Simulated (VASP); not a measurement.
Wanted: the native input for a VASP 6.6.1 run.

```yaml
Task: single point
Functional: PBE
Potentials_or_basis: VASP PAW PBE potentials, release 64 (Y_sv, N)
Cutoff: 520 eV
k_mesh: 6 × 6 × 6
Occupations: gaussian, width 0.1 eV
Spin: no spin polarisation
Dipole_correction: no
Further_INCAR_settings: ALGO = Normal; EDIFF = 1e-06; NBANDS = 27
```

The structure of Y3N lies in POSCAR:

```
Y3N
1.0
   -2.1399716316      2.1399716316      4.7801963720
    2.1399716316     -2.1399716316      4.7801963720
    2.1399716316      2.1399716316     -4.7801963720
Y N
3 1
Direct
    0.5000000000      0.5000000000      0.0000000000
    0.2500000000      0.7500000000      0.5000000000
    0.7500000000      0.2500000000      0.5000000000
    0.0000000000      0.0000000000      0.0000000000
```

These files were run (other wordings do the same):

INCAR

```
PREC = Accurate ; ENCUT = 520
EDIFF = 1E-6 ; ISMEAR = 0
SIGMA = 0.1 ; LREAL = False
LASPH = True ; NELM = 100
ALGO = Normal ; ISIF = 2
LWAVE = False ; LCHARG = True
GGA = PE ; LELF = True
LVHAR = True ; NBANDS = 27
```

KPOINTS

```
Automatic mesh
0
Gamma
  6 6 6
```

Potentials or basis: VASP PAW PBE potentials, release 64 (Y_sv, N).

Command:

```bash
$ cat potpaw_PBE.64/Y_sv/POTCAR potpaw_PBE.64/N/POTCAR > POTCAR
$ mpirun -np 1 vasp_std > vasp.out
```

It gave:

```json
{
 "Pressure": "1.7 GPa",
 "Band gap on the k mesh": "zero (bands 19 and 20 overlap by 1.44 eV)"
}
```

Run time: 3.1 min on 1 thread of AMD EPYC 7R43 64-Core Processor (Zen 3), on a shared host, peak memory 0.25 GiB.
